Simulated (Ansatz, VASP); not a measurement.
## C: VASP beside Ansatz

Contents of INCAR:

```
SYSTEM = C
ALGO = Normal
EDIFF = 1E-6
ENCUT = 520
GGA = CA
ISIF = 2
ISMEAR = 0
LASPH = .TRUE.
LCHARG = .TRUE.
LELF = .TRUE.
LREAL = .FALSE.
LVHAR = .TRUE.
LWAVE = .FALSE.
NBANDS = 11
NELM = 100
PREC = Accurate
SIGMA = 0.05
```

KPOINTS

```
k-points
0
G
  12 12 12
  0 0 0
```

POSCAR

```
C
1.0
    0.0000000000      1.8279850000      1.7834000000
    1.8279850000      0.0000000000      1.7834000000
    1.8279850000      1.8279850000      0.0000000000
C
2
Direct
    0.5000000000      0.5000000000      0.5000000000
    0.7500000000      0.7500000000      0.7500000000
```

Input for Ansatz:

```yaml
crystal:
  lattice:
    - [0.0, 1.827985, 1.7834]
    - [1.827985, 0.0, 1.7834]
    - [1.827985, 1.827985, 0.0]
  atoms:
    - { symbol: C, position: [0.5, 0.5, 0.5] }
    - { symbol: C, position: [0.75, 0.75, 0.75] }
basis:
  ecutwfc: 420
kpoints:
  mp_grid: { grid: [12, 12, 12] }
hamiltonian:
  xc: lda
scf:
  occupations: { method: gaussian, width: 0.05 }
output:
  forces: true
  stress: true
  eigenvalues: true
  write_density: true
  write_potential: true
  elf: true
  volumetric_format: npy
```

Change from the starting cell: strain +0.0250 x Voigt [1, 1, 0, 0, 0, 0], atoms carried along.

Alike in both runs: task single point; functional LDA; k mesh 12 × 12 × 12; occupations gaussian, width 0.05 eV; no spin polarisation.

|  | VASP | Ansatz |
| --- | --- | --- |
| version | VASP 6.6.1 | Ansatz 0.2.0 |
| potentials or method | VASP PAW LDA potentials, release 64 (C), cutoff 520 eV | scalar-relativistic, plane waves, PAW |
| valence electrons in the cell | 8 | 8 |

VASP gave:

* gap on the k mesh at the Fermi level (eV): 3.40
* least direct gap on the mesh (eV): 4.98
* pressure (GPa): -30.7
* traceless stress, the component that is largest in VASP (GPa): 14.07

Problem. What did Ansatz give for the same quantities?

Solution. gap on the k mesh at the Fermi level (eV): 3.41; least direct gap on the mesh (eV): 4.98; pressure (GPa): -31.9; traceless stress, the component that is largest in VASP (GPa): 14.08.

LDA's correlation is that of Perdew and Zunger in VASP and of Perdew and Wang (1992) in Ansatz. Both programs put the cell under strong tension, so it lies far from rest at this level.

Noted on VASP's run: the cell as given lies far from equilibrium.
